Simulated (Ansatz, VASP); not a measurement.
**LiF: VASP beside Ansatz**

The input INCAR:

```
ALGO = Normal ; EDIFF = 1E-6
ENCUT = 750 ; GGA_COMPAT = False
ISIF = 2 ; ISMEAR = 0
LASPH = True ; LCHARG = False
LREAL = False ; LWAVE = False
NBANDS = 18 ; NELM = 120
PREC = Accurate ; SIGMA = 0.01
```

Contents of KPOINTS:

```
k-points
0
Gamma
  6 6 4
```

POSCAR

```
LiF
1.0
    2.7757075659      0.0000000000      0.0000000000
   -1.3878537829      2.4038332655      0.0000000000
    0.0000000000      0.0000000000      4.7826938440
Li F
2 2
Direct
    0.0000000000      0.0000000000      0.0000000000
    0.0000000000      0.0000000000      0.5000000000
    0.3333333333      0.6666666667      0.2500000000
    0.6666666667      0.3333333333      0.7500000000
```

Input for Ansatz:

```yaml
crystal:
  lattice:
    - [2.7757075659, 0.0, 0.0]
    - [-1.3878537829, 2.4038332655, 0.0]
    - [0.0, 0.0, 4.782693844]
  atoms:
    - { symbol: Li, position: [0.0, 0.0, 0.0] }
    - { symbol: Li, position: [0.0, 0.0, 0.5] }
    - { symbol: F, position: [0.3333333333, 0.6666666667, 0.25] }
    - { symbol: F, position: [0.6666666667, 0.3333333333, 0.75] }
kpoints:
  mp_grid: { grid: [6, 6, 4] }
hamiltonian:
  xc: lda
scf:
  occupations: { method: fixed }
output:
  optics:
    e_range: [0, 30]
    de: 0.1
    sigma: 0.03
    scissors: 0.3
    scheme: fermi_dirac
    bands: { spectra_wanted_up_to: 30 }
    kdotp_interpolation: "off"
```

Alike in both runs: task single point; functional LDA; k mesh 6 × 6 × 4; no spin polarisation.

```csv
,VASP,Ansatz
version,VASP 6.6.1,Ansatz 0.2.0
potentials or method,"VASP PAW LDA potentials, release 64 (Li_sv, F)","plane waves, PAW"
plane-wave cutoff (eV),750,420
occupations,"gaussian, width 0.01 eV",fixed
valence electrons in the cell,20,20
```

```csv
,VASP,Ansatz,Ansatz less VASP
gap on the k mesh at the Fermi level (eV),8.95,8.97,+0.016
```

LDA's correlation is that of Perdew and Zunger in VASP and of Perdew and Wang (1992) in Ansatz.

The k mesh is coarse, so the values compare programs but aren't converged.
